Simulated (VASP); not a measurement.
# SrO (Fm-3m) in VASP: elastic constants with PBE

Aim: the elastic constants of SrO with PBE.

All numbers are computed with VASP 6.6.1; they aren't measurements. Logs are shortened: lines on timing, memory, paths and dates and some standing lists are left out, and cuts for length are marked.

## Step 1: The cell of the first run

The structure is cubic, space group Fm-3m (No. 225). The conventional cell has a = 5.195 Å, b = 5.195 Å, c = 5.195 Å, α = 90.00°, β = 90.00°, γ = 90.00°. Sr (site symmetry m-3m) has 6 O at 2.60 Å within 3.4 Å. Within 3.4 Å of O (site symmetry m-3m) lie 6 Sr at 2.60 Å.

## Step 2: Elastic constants, PBE

Input file INCAR:

```
SYSTEM = SrO
ALGO     = Normal         ! electronic algorithm
EDIFF    = 1E-8           ! SCF threshold, eV
ENCUT    = 600            ! plane-wave cutoff, eV
GGA      = PE             ! functional
IBRION   = 6              ! ionic algorithm
ISIF     = 3              ! what is computed and relaxed
ISMEAR   = 0              ! smearing method
LASPH    = .TRUE.         ! aspherical terms in the spheres
LCHARG   = .FALSE.        ! write CHGCAR
LREAL    = .FALSE.        ! projectors in reciprocal space
LWAVE    = .FALSE.        ! write WAVECAR
NELM     = 60             ! most SCF steps
NFREE    = 2            
NSW      = 1              ! ionic steps
POTIM    = 0.015          ! step
PREC     = Accurate       ! precision mode
SIGMA    = 0.05           ! smearing width, eV
```

Input file KPOINTS:

```
k-points
0
G
  12 12 12
  0 0 0
```

Input file POSCAR:

```
SrO
1.0
    0.0000000000      2.5975128988      2.5975128988
    2.5975128988      0.0000000000      2.5975128988
    2.5975128988      2.5975128988      0.0000000000
Sr O
1 1
Direct
    0.5000000000      0.5000000000      0.5000000000
    0.0000000000      0.0000000000      0.0000000000
```

Potentials or basis: VASP PAW PBE potentials, release 64 (Sr_sv, O).

The run is started by

```
$ cat potpaw_PBE.64/Sr_sv/POTCAR potpaw_PBE.64/O/POTCAR > POTCAR
$ mpirun -np 1 vasp_std > vasp.out
```

OUTCAR:

```text
SYSTEM = SrO
   EDIFF = 1E-8
   ENCUT = 600
   GGA = PE
   IBRION = 6
   ISIF = 3
   ISMEAR = 0
   LASPH = .TRUE.
   LREAL = .FALSE.
   NELM = 60
   NFREE = 2
   NSW = 1
   POTIM = 0.015
   PREC = Accurate

 ion  position               nearest neighbor table
   1  0.500  0.500  0.500-   2 2.60   2 2.60   2 2.60   2 2.60   2 2.60   2 2.60
   2  0.000  0.000  0.000-   1 2.60   1 2.60   1 2.60   1 2.60   1 2.60   1 2.60

  LATTYP: Found a face centered cubic cell.
 ALAT       =     5.1950257976

  Lattice vectors:

 A1 = (   0.0000000000,   2.5975128988,   2.5975128988)
 A2 = (   2.5975128988,   0.0000000000,   2.5975128988)
 A3 = (   2.5975128988,   2.5975128988,   0.0000000000)

Analysis of symmetry for initial positions (statically):
=====================================================================
 Subroutine PRICEL returns:
 Original cell was already a primitive cell.

 Routine SETGRP: Setting up the symmetry group for a
 face centered cubic supercell.

 Subroutine GETGRP returns: Found 48 space group operations
 (whereof 48 operations were pure point group operations)
 out of a pool of 48 trial point group operations.

The static configuration has the point symmetry O_h .

Analysis of symmetry for dynamics (positions and initial velocities):
=====================================================================
 Subroutine PRICEL returns:
 Original cell was already a primitive cell.

 Routine SETGRP: Setting up the symmetry group for a
 face centered cubic supercell.

 Subroutine GETGRP returns: Found 48 space group operations
 (whereof 48 operations were pure point group operations)
 out of a pool of 48 trial point group operations.

The dynamic configuration has the point symmetry O_h .

 Subroutine INISYM returns: Found 48 space group operations
 (whereof 48 operations are pure point group operations),
 and found     1 'primitive' translations

----------------------------------------------------------------------------------------

                                     Primitive cell

  volume of cell :      35.0512

  direct lattice vectors                    reciprocal lattice vectors
     0.000000000  2.597512899  2.597512899    -0.192491826  0.192491826  0.192491826
     2.597512899  0.000000000  2.597512899     0.192491826 -0.192491826  0.192491826
     2.597512899  2.597512899  0.000000000     0.192491826  0.192491826 -0.192491826

  length of vectors
     3.673437970  3.673437970  3.673437970     0.333405622  0.333405622  0.333405622

  position of ions in fractional coordinates (direct lattice)
     0.500000000  0.500000000  0.500000000
     0.000000000  0.000000000  0.000000000

  ion indices of the primitive-cell ions
   primitive index   ion index
                 1           1
                 2           2

----------------------------------------------------------------------------------------

 KPOINTS: k-points

Automatic generation of k-mesh.
 Grid dimensions read from file:
 generate k-points for:   12   12   12

 Generating k-lattice:

[... 114 lines left out ...]

  FORCE on cell =-STRESS in cart. coord.  units (eV):
  Direction    XX          YY          ZZ          XY          YZ          ZX
  --------------------------------------------------------------------------------------
  -------------------------------------------------------------------------------------
  Total        0.0913739      0.0913739      0.0913739      0.0000000     -0.0000000      0.0000000
  in kB        4.1766630      4.1766630      4.1766630      0.0000000     -0.0000000      0.0000000
  external PRESSURE =       4.1766630 kB  Pullay stress =       0.0000000 kB
[... 89 lines left out ...]
  FREE ENERGIE OF THE ION-ELECTRON SYSTEM (eV)
  ---------------------------------------------------
  free  energy   TOTEN  =       -12.0505850446 eV

  energy  without entropy=      -12.0505850446  energy(sigma->0) =      -12.05058504

[... ionic steps 4 to 14 ...]

--------------------------------------- Ionic step       15  -------------------------------------------

 number of electron      16.0000000 magnetization

------------------------ aborting loop because EDIFF is reached ----------------------------------------
[... 67 lines left out ...]
--------------------------------------- Ionic step       17  -------------------------------------------

 number of electron      16.0000000 magnetization

 Free energy of the ion-electron system (eV)
  ---------------------------------------------------
  ext. energy  EPLUGINS =         0.00000000
  ---------------------------------------------------
  free energy    TOTEN  =       -12.05608871 eV

  energy without entropy =      -12.05608871  energy(sigma->0) =      -12.05608871

 E-fermi :   1.8384     XC(G=0):  -9.8815

 val. band max:        1.5188035084   @ k =   0.0000   0.0000   0.0000
 cond. band min:       4.8010308809   @ k =   0.0000   0.5000   0.5000
 fundamental gap:      3.2822273725
 Fermi energy:         1.8384270109

 k-point     1 :       0.0000    0.0000    0.0000
  band No.  band energies     occupation
      1     -30.9785      2.00000
      2     -13.5326      2.00000
      3     -12.6468      2.00000
      4     -12.6468      2.00000
      5     -12.6461      2.00000
      6       1.5187      2.00000
      7       1.5187      2.00000
      8       1.5188      2.00000
      9       5.2870      0.00000
     10       7.6621      0.00000
     11       7.6629      0.00000
     12       7.6629      0.00000
[... 331 lines left out ...]
 k-point    24 :      -0.4167    0.1667    0.0000
  band No.  band energies     occupation
      1     -30.8473      2.00000
      2     -14.8233      2.00000
      3     -12.9289      2.00000
      4     -12.7616      2.00000
      5     -11.6799      2.00000
      6      -0.2306      2.00000
      7       0.5468      2.00000
      8       0.6903      2.00000
      9       7.8700      0.00000
     10       8.5433      0.00000
     11      10.3458      0.00000
     12      10.6706      0.00000

 [... further k-points ...]

------------------------ aborting loop because EDIFF is reached ----------------------------------------

  FORCE on cell =-STRESS in cart. coord.  units (eV):
  Direction    XX          YY          ZZ          XY          YZ          ZX
  --------------------------------------------------------------------------------------
  -------------------------------------------------------------------------------------
  Total        0.0959345      0.0910991      0.0910991      0.0000000      0.0000000      0.0000000
  in kB        4.3851265      4.1641055      4.1641055      0.0000000      0.0000000      0.0000000
  external PRESSURE =       4.2377792 kB  Pullay stress =       0.0000000 kB
[... 17 lines left out ...]
  FREE ENERGIE OF THE ION-ELECTRON SYSTEM (eV)
  ---------------------------------------------------
  free  energy   TOTEN  =       -12.0560887109 eV

  energy  without entropy=      -12.0560887109  energy(sigma->0) =      -12.05608871

 INTERNAL STRAIN TENSORS FROM STRAINED CELLS
 ============================================

 INTERNAL STRAIN TENSOR FOR ION    1 for displacements in x,y,z  (eV/Angst):
          X           Y           Z          XY          YZ          ZX
  --------------------------------------------------------------------------------
  x     0.00000     0.00000    -0.00000     0.00000    -0.00000    -0.00000
  y    -0.00000     0.00000     0.00000     0.00000    -0.00000    -0.00000
  z     0.00000     0.00000    -0.00000     0.00000     0.00000    -0.00000

 INTERNAL STRAIN TENSORS FROM DISPLACED ATOMS
 ============================================

 INTERNAL STRAIN TENSOR FOR ION    1 for displacements in x,y,z  (eV/Angst):
          X           Y           Z          XY          YZ          ZX
  --------------------------------------------------------------------------------
  x     0.00000     0.00000     0.00000     0.00000     0.00000     0.00000
  y     0.00000     0.00000     0.00000     0.00000     0.00000     0.00000
  z     0.00000     0.00000     0.00000     0.00000     0.00000     0.00000

 INTERNAL STRAIN TENSOR FOR ION    2 for displacements in x,y,z  (eV/Angst):
          X           Y           Z          XY          YZ          ZX
  --------------------------------------------------------------------------------
  x     0.00000     0.00000     0.00000     0.00000     0.00000     0.00000
  y     0.00000     0.00000     0.00000     0.00000     0.00000     0.00000
  z     0.00000     0.00000     0.00000     0.00000     0.00000     0.00000

 Eigenvectors and eigenvalues of the dynamical matrix
 ----------------------------------------------------

   1 f  =    5.863352 THz    36.840525 2PiTHz  195.580361 cm-1    24.248863 meV
             X         Y         Z           dx          dy          dz
      2.597513  2.597513  2.597513     0.000000    0.392869    0.000000
      0.000000  0.000000  0.000000     0.000000   -0.919594    0.000000
[... 21 lines left out ...]
   6 f/i=    0.000522 THz     0.003282 2PiTHz    0.017424 cm-1     0.002160 meV
             X         Y         Z           dx          dy          dz
      2.597513  2.597513  2.597513     0.000000   -0.919594    0.000000
      0.000000  0.000000  0.000000     0.000000   -0.392869    0.000000

--------------------------------------------------------------------------------------------------------

 ELASTIC MODULI CONTR FROM IONIC RELAXATION (kBar)
 Direction    XX          YY          ZZ          XY          YZ          ZX
 --------------------------------------------------------------------------------
 XX           0.0000      0.0000      0.0000      0.0000      0.0000      0.0000
 YY           0.0000      0.0000      0.0000      0.0000      0.0000      0.0000
 ZZ           0.0000      0.0000      0.0000      0.0000      0.0000      0.0000
 XY           0.0000      0.0000      0.0000      0.0000      0.0000      0.0000
 YZ           0.0000      0.0000      0.0000      0.0000      0.0000      0.0000
 ZX           0.0000      0.0000      0.0000      0.0000      0.0000      0.0000
 --------------------------------------------------------------------------------

 TOTAL ELASTIC MODULI (kBar)
 Direction    XX          YY          ZZ          XY          YZ          ZX
 --------------------------------------------------------------------------------
 XX        1656.5630    460.0341    460.0341      0.0000     -0.0000      0.0000
 YY         460.0341   1656.5630    460.0341      0.0000      0.0000      0.0000
 ZZ         460.0341    460.0341   1656.5630     -0.0000     -0.0000     -0.0000
 XY           0.0000      0.0000     -0.0000    541.0555      0.0000      0.0000
 YZ          -0.0000      0.0000     -0.0000      0.0000    541.0555      0.0000
 ZX           0.0000      0.0000     -0.0000      0.0000      0.0000    541.0555
 --------------------------------------------------------------------------------
```

Run time: 31 min. Hardware: 1 thread of AMD EPYC 7R43 (Zen 3), shared host; peak memory 0.56 GiB.

Results:

```
Elastic constants C11, C12, C44                         : 166, 46, 54 GPa
Voigt bulk modulus                                      : 86 GPa
Highest phonon frequency at Γ, LO-TO splitting left out : 196 cm⁻¹
```

Phonon frequencies in cm⁻¹ (negative: imaginary):
| q point | frequencies |
| --- | --- |
| (0.000, 0.000, 0.000) | 0 0 0 196 196 196 |

Elastic tensor in Voigt notation (GPa, in the Cartesian axes of the cell as first typed):
```
166  46  46   0   0   0
 46 166  46   0   0   0
 46  46 166   0   0   0
  0   0   0  54   0   0
  0   0   0   0  54   0
  0   0   0   0   0  54
```

Clamped-ion elastic tensor (GPa):
```
166  46  46   0   0   0
 46 166  46   0   0   0
 46  46 166   0   0   0
  0   0   0  54   0   0
  0   0   0   0  54   0
  0   0   0   0   0  54
```
